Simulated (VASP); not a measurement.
# Li32F33 (a cell with a defect) in VASP: single point with PBEsol

Aim: the single point of Li32F33 (a cell with a defect) with PBEsol.

Everything below comes from runs of VASP 6.6.1. Logs are shortened: lines on timing, memory, paths and dates and some standing lists are left out, and cuts for length are marked.

## (1) The cell of the first run

The cell holds a defect, 65 atoms: a = 8.015 Å, b = 8.015 Å, c = 8.015 Å, α = 90.00°, β = 90.00°, γ = 90.00°.

## (2) Single point, PBEsol

INCAR

```
ALGO = Normal
EDIFF = 1E-6
ENCUT = 650
GGA = PS
GGA_COMPAT = F
ISIF = 2
ISMEAR = -1
ISYM = -1
LASPH = T
LCHARG = F
LREAL = Auto
LWAVE = F
NBANDS = 202
NELECT = 328.0
NELM = 120
PREC = Accurate
SIGMA = 0.05
```

KPOINTS

```
explicit points
1
Reciprocal
  0.25000000   0.25000000   0.25000000 1
```

POSCAR

```
Li32F33
1.0
    8.0151850000      0.0000000000      0.0000000000
    0.0000000000      8.0151850000      0.0000000000
    0.0000000000      0.0000000000      8.0151850000
F Li
33 32
Direct
    0.2504050000      0.9984490000      0.9995570000
    0.2505100000      0.9995530000      0.5005150000
    0.2504980000      0.4994290000      0.0006260000
    0.1657270000      0.4146900000      0.4176100000
    0.7503260000      0.9992850000      0.0003450000
    0.7493740000      0.9983350000      0.5003790000
    0.7494920000      0.4993490000      0.9995430000
    0.7506170000      0.4994620000      0.5005150000
    0.0008010000      0.2497520000      0.9967860000
    0.9738180000      0.2227710000      0.5147780000
    0.9968380000      0.7534320000      0.9996880000
    0.0003730000      0.7493930000      0.5004540000
    0.5044760000      0.2457910000      0.9996750000
    0.5004440000      0.2493450000      0.5004470000
    0.4998620000      0.7488200000      0.0034290000
    0.5235980000      0.7724780000      0.4890950000
    0.0009110000      0.9961680000      0.2508220000
    0.9968750000      0.9983380000      0.7546270000
    0.9749950000      0.5132670000      0.2244350000
    0.0004290000      0.4995000000      0.7504460000
    0.5044120000      0.9988380000      0.2467340000
    0.4997480000      0.0019780000      0.7498640000
    0.5003890000      0.4992830000      0.2504400000
    0.5227820000      0.4884800000      0.7733040000
    0.2643360000      0.2239600000      0.2244530000
    0.2505610000      0.2493750000      0.7504280000
    0.2503310000      0.7493230000      0.2504410000
    0.2395060000      0.7717380000      0.7733330000
    0.7472090000      0.2498540000      0.2508140000
    0.7493770000      0.2458240000      0.7546300000
    0.7498950000      0.7533680000      0.2467210000
    0.7530420000      0.7487050000      0.7498800000
    0.3266650000      0.5756460000      0.5753200000
    0.9999430000      0.0024330000      0.0034080000
    0.9948300000      0.9956440000      0.5006580000
    0.9953260000      0.4992880000      0.9969060000
    0.9892540000      0.5058170000      0.5069480000
    0.5007990000      0.9963560000      0.9974380000
    0.5054660000      0.0018960000      0.4999390000
    0.5050500000      0.4991380000      0.0030120000
    0.5123000000      0.4946810000      0.4954630000
    0.2503400000      0.2442730000      0.9969080000
    0.2569000000      0.2382200000      0.5069170000
    0.2501860000      0.7539940000      0.0030290000
    0.2456160000      0.7612290000      0.4954440000
    0.7534780000      0.2488930000      0.0034050000
    0.7466820000      0.2437840000      0.5006630000
    0.7473980000      0.7497540000      0.9974410000
    0.7530000000      0.7544150000      0.4999470000
    0.2505660000      0.9962080000      0.2448030000
    0.2500090000      0.0015950000      0.7556030000
    0.2558480000      0.5047520000      0.2404890000
    0.2463670000      0.4953280000      0.7614320000
    0.7534440000      0.0023950000      0.2498830000
    0.7473970000      0.9963500000      0.7508520000
    0.7472490000      0.4995150000      0.2447870000
    0.7526500000      0.4989680000      0.7556060000
    0.0232140000      0.2721860000      0.2745690000
    0.9943980000      0.2433350000      0.7488890000
    0.9945540000      0.7479200000      0.2441810000
    0.0020420000      0.7547240000      0.7561610000
    0.4989850000      0.2435080000      0.2441960000
    0.5057680000      0.2510070000      0.7561320000
    0.5058980000      0.7548310000      0.2520360000
    0.4793230000      0.7283030000      0.7284960000
```

Potentials or basis: VASP PAW PBE potentials, release 64 (F, Li_sv).

Launch:

```sh
$ cat potpaw_PBE.64/F/POTCAR potpaw_PBE.64/Li_sv/POTCAR > POTCAR
$ mpirun -np 1 vasp_std > vasp.out
```

OUTCAR:

```text
EDIFF = 1E-6
   ENCUT = 650
   GGA = PS
   ISIF = 2
   ISMEAR = -1
   ISYM = -1
   LASPH = T
   LREAL = Auto
   NELECT = 328.0
   NELM = 120
   PREC = Accurate

 ion  position               nearest neighbor table
   1  0.250  0.998  1.000-  51 1.96  44 1.96  50 1.97  42 1.97  38 2.01  34 2.01
   2  0.251  1.000  0.501-  45 1.91  43 1.91  39 2.04  51 2.04  35 2.05  50 2.05
   3  0.250  0.499  0.001-  53 1.92  52 1.92  40 2.04  44 2.04  42 2.05  36 2.05
   4  0.166  0.415  0.418-  37 1.75  43 1.75  52 1.75  58 1.98
   5  0.750  0.999  0.000-  55 2.00  38 2.00  48 2.00  54 2.00  46 2.00  34 2.00
   6  0.749  0.998  0.500-  39 1.96  49 1.96  47 1.97  35 1.97  55 2.01  54 2.01
   7  0.749  0.499  1.000-  57 1.96  40 1.96  56 1.97  36 1.97  48 2.01  46 2.01
   8  0.751  0.499  0.501-  41 1.91  37 1.91  49 2.04  57 2.04  47 2.05  56 2.05
   9  0.001  0.250  0.997-  34 1.98  46 1.98  59 1.99  36 2.00  42 2.00  58 2.24
  10  0.974  0.223  0.515-  35 1.83  47 1.83  59 1.89  58 2.01
  11  0.997  0.753  1.000-  61 1.95  60 1.96  34 2.00  48 2.00  44 2.03  36 2.04
  12  0.000  0.749  0.500-  37 1.96  45 1.97  35 1.97  49 1.98  61 2.05  60 2.05
  13  0.504  0.246  1.000-  63 1.95  62 1.96  46 2.00  38 2.00  40 2.03  42 2.04
  14  0.500  0.249  0.500-  43 1.95  41 1.97  47 1.97  39 1.98  63 2.05  62 2.05
  15  0.500  0.749  0.003-  48 1.98  38 1.98  64 1.99  44 2.00  40 2.00  65 2.22
  16  0.524  0.772  0.489-  49 1.85  39 1.85  64 1.91  65 1.98  41 2.23  45 2.23
  17  0.001  0.996  0.251-  34 1.98  54 1.98  60 1.99  50 2.00  35 2.00  58 2.23
  18  0.997  0.998  0.755-  61 1.95  59 1.96  34 1.99  55 2.00  51 2.03  35 2.04
  19  0.975  0.513  0.224-  36 1.83  56 1.84  60 1.89  58 2.01
  20  0.000  0.499  0.750-  37 1.95  53 1.97  36 1.98  57 1.99  61 2.05  59 2.05
  21  0.504  0.999  0.247-  64 1.96  62 1.96  54 2.00  38 2.00  39 2.03  50 2.03
  22  0.500  0.002  0.750-  38 1.98  55 1.99  63 2.00  51 2.00  39 2.00  65 2.21
[... 17 lines left out ...]
  40  0.505  0.499  0.003-  24 1.85   7 1.96  23 1.98  15 2.00  13 2.03   3 2.04
  41  0.512  0.495  0.495-  33 1.74   8 1.91  23 1.97  14 1.97  16 2.23  24 2.23
  42  0.250  0.244  0.997-  25 1.83   1 1.97  26 1.98   9 2.00  13 2.04   3 2.05
  43  0.257  0.238  0.507-   4 1.75   2 1.91  26 1.95  14 1.95
  44  0.250  0.754  0.003-  28 1.85   1 1.96  27 1.98  15 2.00  11 2.03   3 2.04
  45  0.246  0.761  0.495-  33 1.74   2 1.91  27 1.97  12 1.97  28 2.23  16 2.23
  46  0.753  0.249  0.003-   9 1.98  29 1.98  30 1.99  13 2.00   5 2.00   7 2.01
  47  0.747  0.244  0.501-  10 1.83   6 1.97  14 1.97  29 2.00  30 2.04   8 2.05
  48  0.747  0.750  0.997-  15 1.98  32 1.98  31 2.00  11 2.00   5 2.00   7 2.01
  49  0.753  0.754  0.500-  16 1.85   6 1.96  12 1.98  32 2.00  31 2.03   8 2.04
  50  0.251  0.996  0.245-  25 1.84   1 1.97  27 1.98  17 2.00  21 2.03   2 2.05
  51  0.250  0.002  0.756-  28 1.85   1 1.96  26 1.99  22 2.00  18 2.03   2 2.04
  52  0.256  0.505  0.240-   4 1.75   3 1.92  23 1.96  27 1.96
  53  0.246  0.495  0.761-  33 1.75   3 1.92  20 1.97  26 1.97  28 2.22  24 2.22
  54  0.753  0.002  0.250-  29 1.98  17 1.98  31 2.00  21 2.00   5 2.00   6 2.01
  55  0.747  0.996  0.751-  32 1.99  22 1.99  30 2.00  18 2.00   5 2.00   6 2.01
  56  0.747  0.500  0.245-  19 1.84   7 1.97  23 1.98  29 2.00  31 2.03   8 2.05
  57  0.753  0.499  0.756-  24 1.85   7 1.96  20 1.99  32 2.00  30 2.03   8 2.04
  58  0.023  0.272  0.275-   4 1.98  10 2.01  19 2.01  25 2.01  29 2.23  17 2.23   9 2.24
  59  0.994  0.243  0.749-  10 1.89  18 1.96  30 1.96   9 1.99  26 2.05  20 2.05
  60  0.995  0.748  0.244-  19 1.89  11 1.96  31 1.96  17 1.99  27 2.05  12 2.05
  61  0.002  0.755  0.756-  28 1.91  11 1.95  18 1.95  32 2.00  20 2.05  12 2.05
  62  0.499  0.244  0.244-  25 1.89  13 1.96  21 1.96  29 1.99  23 2.05  14 2.05
  63  0.506  0.251  0.756-  24 1.91  13 1.95  30 1.95  22 2.00  26 2.05  14 2.05
  64  0.506  0.755  0.252-  16 1.91  31 1.96  21 1.96  15 1.99  23 2.05  27 2.05
  65  0.479  0.728  0.728-  16 1.98  28 1.99  24 1.99  33 2.12  22 2.21  32 2.21  15 2.22

IMPORTANT INFORMATION: All symmetrisations will be switched off!
NOSYMM: (Re-)initialisation of all symmetry stuff for point group C_1.

----------------------------------------------------------------------------------------

                                     Primitive cell

  volume of cell :     514.9211

  direct lattice vectors                    reciprocal lattice vectors
     8.015185000  0.000000000  0.000000000     0.124763184  0.000000000  0.000000000
     0.000000000  8.015185000  0.000000000     0.000000000  0.124763184  0.000000000
     0.000000000  0.000000000  8.015185000     0.000000000  0.000000000  0.124763184

  length of vectors
     8.015185000  8.015185000  8.015185000     0.124763184  0.124763184  0.124763184

  position of ions in fractional coordinates (direct lattice)
     0.250405000  0.998449000  0.999557000
     0.250510000  0.999553000  0.500515000
     0.250498000  0.499429000  0.000626000
     0.165727000  0.414690000  0.417610000
     0.750326000  0.999285000  0.000345000
     0.749374000  0.998335000  0.500379000
[... 57 lines left out ...]
     0.505898000  0.754831000  0.252036000
     0.479323000  0.728303000  0.728496000

  ion indices of the primitive-cell ions
   primitive index   ion index
                 1           1
                 2           2
                 3           3
                 4           4
                 5           5
                 6           6
[... 57 lines left out ...]
                64          64
                65          65

----------------------------------------------------------------------------------------

 KPOINTS: explicit points

Read explicit list of k-points.

 Found      1 k-points:

 Following reciprocal coordinates:
            Coordinates               Weight
  0.250000  0.250000  0.250000      1.000000
   k-points           NKPTS =      1   k-points in BZ     NKDIM =      1   number of bands    NBANDS=    202
   number of dos      NEDOS =    301   number of ions     NIONS =     65
   total plane-waves  NPLWV = 343000
   dimension x,y,z NGX =    70 NGY =   70 NGZ =   70
   dimension x,y,z NGXF=   140 NGYF=  140 NGZF=  140
   ions per type =              33  32
   NGX,Y,Z   is equivalent  to a cutoff of  14.52, 14.52, 14.52 a.u.
   NGXF,Y,Z  is equivalent  to a cutoff of  29.04, 29.04, 29.04 a.u.
 SYSTEM =  unknown system
   PREC   = accura    normal or accurate (medium, high low for compatibility)
   ISTART =      0    job   : 0-new  1-cont  2-samecut
   ICHARG =      2    charge: 1-file 2-atom 10-const
   ISPIN  =      1    spin polarized calculation?
   LNONCOLLINEAR =      F non collinear calculations
   LSORBIT =      F    spin-orbit coupling
   LASPH  =      T    aspherical Exc in radial PAW
   ENCUT  =  650.0 eV  47.77 Ry    6.91 a.u.  16.66 16.66 16.66*2*pi/ulx,y,z
   NELM   =    120;   NELMIN=  2; NELMDL= -5     # of ELM steps
   EDIFF  = 0.1E-05   stopping-criterion for ELM
   LREAL  =      T    real-space projection
   EDIFFG = 0.1E-04   stopping-criterion for IOM
   NSW    =      0    number of steps for IOM
   IBRION =     -1    ionic relax: 0-MD 1-quasi-New 2-CG
   NFREE  =      0    steps in history (QN), initial steepest desc. (CG)
   ISIF   =      2    stress and relaxation
   ISYM   =     -1    0-nonsym 1-usesym 2-fastsym
   POTIM  = 0.5000    time-step for ionic-motion
   TEBEG  =    0.0;   TEEND  =   0.0 temperature during run
   PSTRESS=    0.0 pullay stress
   NELECT =     328.0000    total number of electrons
   NUPDOWN=      -1.0000    fix difference up-down
   EMIN   =  10.00;   EMAX   =-10.00  energy-range for DOS
   EFERMI =   0.00;   METHOD = LEGACY
   ISMEAR =    -1;   SIGMA  =   0.05  broadening in eV -4-tet -1-fermi 0-gaus
   EFERMI_NEDOS =   21; number of points for ismear=-14 and -15
   IALGO  =     38    algorithm
   IMIX   =      4    mixing-type and parameters
     AMIX     =   0.40;   BMIX     =  1.00
     AMIX_MAG =   1.60;   BMIX_MAG =  1.00
  volume/ion in A,a.u.               =       7.92        53.46
  Fermi-wavevector in a.u.,A,eV,Ry     =   1.408594  2.661857 26.995831  1.984138
  Thomas-Fermi vector in A             =   2.530736
   LORBIT       =      0    0 simple, 1 ext, 2 COOP (PROOUT), +10 PAW based schemes
   GGA     = PS    functional components
   LHFCALC =     F    Hartree Fock is set to
   AEXX    =    0.0000 exact exchange contribution
   IVDW    =     0    specifies the selected vdW correction
   LEPSILON=     F    determine dielectric tensor
   LRPA    =     F    only Hartree local field effects (RPA)
 non-spin polarized calculation
  energy-cutoff  :      650.00
  volume of cell :      514.92
 maximum number of plane-waves:     19339
 NGX is ok and might be reduce to    70
   NGX = 33   NGY = 33   NGZ = 33

 number of electron     327.9999964 magnetization

 Free energy of the ion-electron system (eV)
  ---------------------------------------------------
  ext. energy  EPLUGINS =         0.00000000
  ---------------------------------------------------
  free energy    TOTEN  =      -314.38130423 eV

  energy without entropy =     -314.38130423  energy(sigma->0) =     -314.38130423

 E-fermi :   2.0917     XC(G=0): -10.3868

 val. band max:        0.8944912176   @ k =   0.2500   0.2500   0.2500
 cond. band min:       8.5731835836   @ k =   0.2500   0.2500   0.2500
 fundamental gap:      7.6786923660
 Fermi energy:         2.0917216129

 k-point     1 :       0.2500    0.2500    0.2500
  band No.  band energies     occupation
      1     -41.2139      2.00000
      2     -41.1612      2.00000
      3     -41.1447      2.00000
      4     -41.1390      2.00000
      5     -41.1349      2.00000
      6     -41.1315      2.00000
[... 168 lines left out ...]
    175      10.8441      0.00000
    176      10.9850      0.00000
 [bands above 176 left out]

------------------------ aborting loop because EDIFF is reached ----------------------------------------

  FORCE on cell =-STRESS in cart. coord.  units (eV):
  Direction    XX          YY          ZZ          XY          YZ          ZX
  --------------------------------------------------------------------------------------
  -------------------------------------------------------------------------------------
  Total       17.5196229     17.4712693     17.4700795      0.3780848      0.2859723      0.2901573
  in kB       54.5123224     54.3618700     54.3581679      1.1764113      0.8898030      0.9028246
  external PRESSURE =      54.4107868 kB  Pullay stress =       0.0000000 kB

 VOLUME and BASIS-vectors are now :
 -----------------------------------------------------------------------------
  energy-cutoff  :      650.00
  volume of cell :      514.92
      direct lattice vectors                 reciprocal lattice vectors
     8.015185000  0.000000000  0.000000000     0.124763184  0.000000000  0.000000000
     0.000000000  8.015185000  0.000000000     0.000000000  0.124763184  0.000000000
     0.000000000  0.000000000  8.015185000     0.000000000  0.000000000  0.124763184

 POSITION                                       TOTAL-FORCE (eV/Angst)
 -----------------------------------------------------------------------------------
      2.00704      8.00275      8.01163         0.000656      0.000215     -0.001392
      2.00788      8.01160      4.01172        -0.000252     -0.001300     -0.000390
      2.00779      4.00302      0.00502         0.000249     -0.000036      0.002144
      1.32833      3.32382      3.34722         0.012977      0.014288      0.007597
      6.01400      8.00945      0.00277        -0.000133      0.000106      0.000594
      6.00637      8.00184      4.01063        -0.000492     -0.000517      0.001416
[... 57 lines left out ...]
      4.05487      6.05011      2.02012        -0.012046     -0.012881     -0.010333
      3.84186      5.83748      5.83903         0.005137      0.004377      0.010811
 -----------------------------------------------------------------------------------
    total drift:                                0.017592     -0.015166      0.000321

  FREE ENERGIE OF THE ION-ELECTRON SYSTEM (eV)
  ---------------------------------------------------
  free  energy   TOTEN  =      -314.3813042327 eV

  energy  without entropy=     -314.3813042326  energy(sigma->0) =     -314.38130423
```

Run time: 4.5 min. Hardware: 1 thread of Intel Xeon Platinum 8488C (Sapphire Rapids), shared host; peak memory 0.69 GiB.

Results:

```
Free energy   : -314.3813 eV
Largest force : 0.032 eV/Å
```

Forces on the atoms (eV/Å):
```
F    0.001  0.000 -0.001
F    0.000 -0.001  0.000
F    0.000  0.000  0.002
F    0.013  0.014  0.008
F    0.000  0.000  0.001
F    0.000 -0.001  0.001
F    0.000  0.001  0.000
F    0.001 -0.001  0.000
F   -0.001  0.000  0.005
F    0.020  0.022 -0.007
F    0.001  0.003  0.000
F    0.000 -0.001  0.000
F   -0.005 -0.001  0.000
F    0.001 -0.001  0.000
F    0.000  0.000 -0.005
F   -0.015 -0.016  0.004
F    0.000  0.006  0.003
F    0.003  0.004 -0.003
F    0.011 -0.005  0.020
F   -0.001 -0.001  0.000
F   -0.003 -0.001  0.002
F   -0.002 -0.003 -0.003
F    0.001  0.001  0.001
F   -0.014  0.003 -0.017
F   -0.007  0.014  0.020
F    0.003 -0.005  0.003
F    0.003 -0.005  0.005
F    0.007 -0.012 -0.020
F    0.004  0.000  0.003
F    0.003  0.000 -0.003
F   -0.002  0.001  0.002
F   -0.004  0.001 -0.003
F   -0.012 -0.014 -0.009
Li   0.000  0.003  0.003
Li   0.011 -0.020  0.000
Li   0.010  0.001 -0.024
Li  -0.012  0.007  0.006
Li  -0.001  0.000 -0.003
Li  -0.015  0.024  0.000
Li  -0.011 -0.001  0.025
Li   0.014 -0.008 -0.011
Li   0.001  0.011 -0.024
Li   0.003 -0.020  0.007
Li  -0.002 -0.012  0.023
Li  -0.002  0.019 -0.005
Li  -0.004  0.001  0.004
Li  -0.016  0.015  0.002
Li   0.005  0.000 -0.003
Li   0.014 -0.016 -0.001
Li  -0.001 -0.022  0.013
Li  -0.001  0.022 -0.016
Li   0.007  0.006 -0.031
Li  -0.005 -0.008  0.025
Li  -0.005  0.003 -0.001
Li   0.004 -0.005  0.000
Li  -0.020  0.001  0.017
Li   0.018 -0.001 -0.017
Li  -0.008 -0.008 -0.012
Li   0.008  0.012  0.009
Li   0.009  0.010  0.013
Li   0.002 -0.016 -0.012
Li   0.000  0.014  0.013
Li  -0.008 -0.008 -0.011
Li  -0.012 -0.013 -0.010
Li   0.005  0.004  0.011
```

Levels at points of the mesh, in eV from the Fermi level:
| k point | band 161 | band 162 | band 163 | band 164 | band 165 | band 166 | band 167 | band 168 |
| --- | --- | --- | --- | --- | --- | --- | --- | --- |
| (0.25, 0.25, 0.25) | -2.51 | -2.07 | -2.05 | -1.20 | 6.48 | 7.41 | 7.42 | 7.53 |

Caveat: the cell carries a net charge on a neutralising background, which shifts energy and pressure; the cell is charged against a uniform background, so pressure and absolute levels hang on convention; the PAW data sets were made with another functional, which shifts forces and pressure a little.
